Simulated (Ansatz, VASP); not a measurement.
PbS in VASP and in Ansatz

File INCAR:

```
SYSTEM = PbS
  PREC = Accurate
  ENCUT = 520
  EDIFF = 1E-8
  ISMEAR = -1
  SIGMA = 0.01
  LREAL = .FALSE.
  LASPH = .TRUE.
  NELM = 80
  ALGO = Normal
  ISIF = 2
  LWAVE = .FALSE.
  LCHARG = .FALSE.
  GGA = CA
  LEFG = .TRUE.
  NBANDS = 17
```

KPOINTS

```
regular mesh
0
G
  7 7 7
  0 0 0
```

Contents of POSCAR:

```
PbS
1.0
   -0.0593000000      2.9353500000      2.9353500000
    2.9353500000     -0.0593000000      2.9353500000
    2.9353500000      2.9353500000     -0.0593000000
Pb S
1 1
Direct
    0.0000000000      0.0000000000      0.0000000000
    0.5000000000      0.5000000000      0.5000000000
```

Input for Ansatz:

```yaml
crystal:
  lattice:
    - [-0.0593, 2.93535, 2.93535]
    - [2.93535, -0.0593, 2.93535]
    - [2.93535, 2.93535, -0.0593]
  atoms:
    - { symbol: Pb, position: [0.0, 0.0, 0.0] }
    - { symbol: S, position: [0.5, 0.5, 0.5] }
kpoints:
  mp_grid: { grid: [7, 7, 7] }
scf:
  occupations: { method: fermi_dirac, width: 0.01 }
hamiltonian:
  xc: lda
  pseudopotentials: { kind: all_electron, datasets: crystal }
output:
  forces: true
  stress: true
  eigenvalues: true
  efg: { contact_densities: true }
```

Change from the starting cell: equal xy, yz and zx shear strains of -2 %, crystal datasets.

Alike in both runs: task electric field gradients; functional LDA; k mesh 7 × 7 × 7; occupations fermi-dirac, width 0.01 eV; no spin polarisation.

```csv
,VASP,Ansatz
version,VASP 6.6.1,Ansatz 0.2.0
potentials or method,"VASP PAW LDA potentials, release 64 (Pb_d, S), cutoff 520 eV","all-electron PAW with datasets made for the crystal, scalar-relativistic"
```

Ansatz gave:

```
gap on the k mesh at the Fermi level (eV)                     : 0.70
pressure (GPa)                                                : -2.6
traceless stress, the component that is largest in VASP (GPa) : 0.40
size of Vzz on the site where it differs most (V/Å²)          : 8.7
```

Question: Estimate VASP's values.

Answer: gap on the k mesh at the Fermi level (eV): 0.69; pressure (GPa): -2.6; traceless stress, the component that is largest in VASP (GPa): 0.40; size of Vzz on the site where it differs most (V/Å²): 4.5.

LDA's correlation is that of Perdew and Zunger in VASP and of Perdew and Wang (1992) in Ansatz. Ansatz ran all-electron here, and VASP with PAW potentials.

Spin-orbit coupling is off throughout.
